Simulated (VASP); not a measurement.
Set up this calculation in VASP 6.6.1, as the native input.

```yaml
Task: single point
Functional: PBEsol
Potentials_or_basis: VASP PAW PBE potentials, release 64 (Rb_sv, Cl)
Cutoff: 500 eV
k_mesh: 6 × 6 × 6
Occupations: gaussian, width 0.01 eV
Spin: no spin polarisation
Dipole_correction: no
Further_INCAR_settings: ALGO = Normal; EDIFF = 1e-06; NBANDS = 15
```

The structure of RbCl lies in POSCAR:

```
RbCl
1.0
    0.0000000000      3.0275370761      3.0275370761
    3.0275370761      0.0000000000      3.0275370761
    3.0275370761      3.0275370761      0.0000000000
Rb Cl
1 1
Direct
    0.0000000000      0.0000000000      0.0000000000
    0.5000000000      0.5000000000      0.5000000000
```

The input as run:

INCAR

```
SYSTEM = RbCl
PREC = Accurate
ENCUT = 500
EDIFF = 1E-6
ISMEAR = 0
SIGMA = 0.01
LREAL = .FALSE.
LASPH = .TRUE.
NELM = 120
ALGO = Normal
ISIF = 2
LWAVE = .FALSE.
LCHARG = .TRUE.
GGA = PS
LELF = .TRUE.
LVHAR = .TRUE.
NBANDS = 15
GGA_COMPAT = .FALSE.
```

KPOINTS

```
regular mesh
0
G
  6 6 6
  0 0 0
```

Potentials or basis: VASP PAW PBE potentials, release 64 (Rb_sv, Cl).

The run is started by

```bash
$ cat potpaw_PBE.64/Rb_sv/POTCAR potpaw_PBE.64/Cl/POTCAR > POTCAR
$ mpirun -np 1 vasp_std > vasp.out
```

Results of the run:

The pressure is 7.1 GPa. The band gap on the k mesh is 5.68 eV, direct.

Caveat: the PAW data sets were made with another functional, which shifts forces and pressure a little.

Wall time 9.5 s on 1 thread of Intel(R) Xeon(R) Platinum 8559C (Emerald Rapids), on a shared host, peak memory 0.17 GiB.
